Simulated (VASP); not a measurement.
Runs of VASP 6.6.1 on Ga. The structure is that of space group Cmce (No. 64), or close to it. The cells are those of the table. 

| cell | gap on the mesh (eV) | pressure (GPa) | largest force (eV/Å) |
| --- | --- | --- | --- |
| a = 4.348, b = 4.348, c = 4.439 Å, angles 90.0, 90.0, 118.9°, 4 atoms | none | 0.2 | 0.01 |
| a = 4.348, b = 4.348, c = 4.772 Å, angles 90.0, 90.0, 118.9°, 4 atoms | none | (a) | 0.17 |
| a = 4.348, b = 4.348, c = 4.606 Å, angles 90.0, 90.0, 118.9°, 4 atoms | none | -2.0 | 0.09 |
| a = 4.348, b = 4.348, c = 4.273 Å, angles 90.0, 90.0, 118.9°, 4 atoms | none | 3.2 | 0.18 |

Alike in all rows: task single point; level LDA; potentials or basis VASP PAW LDA potentials, release 64 (Ga_d); no spin polarisation; k mesh 10 × 10 × 10; cutoff (eV) 520; smearing gaussian 0.15 eV.

**Question.** Estimate the missing entries.

**Answer.** (a) -3.6.

Caveats: the stress differs along the axes, from -6 to -1 GPa (at least some runs); the cell stands under pressure (at least some runs).

A k mesh can miss the band edges, and the runs leave out spin-orbit coupling on Ga.

A gap of «none» marks levels without a gap at the run's occupations.
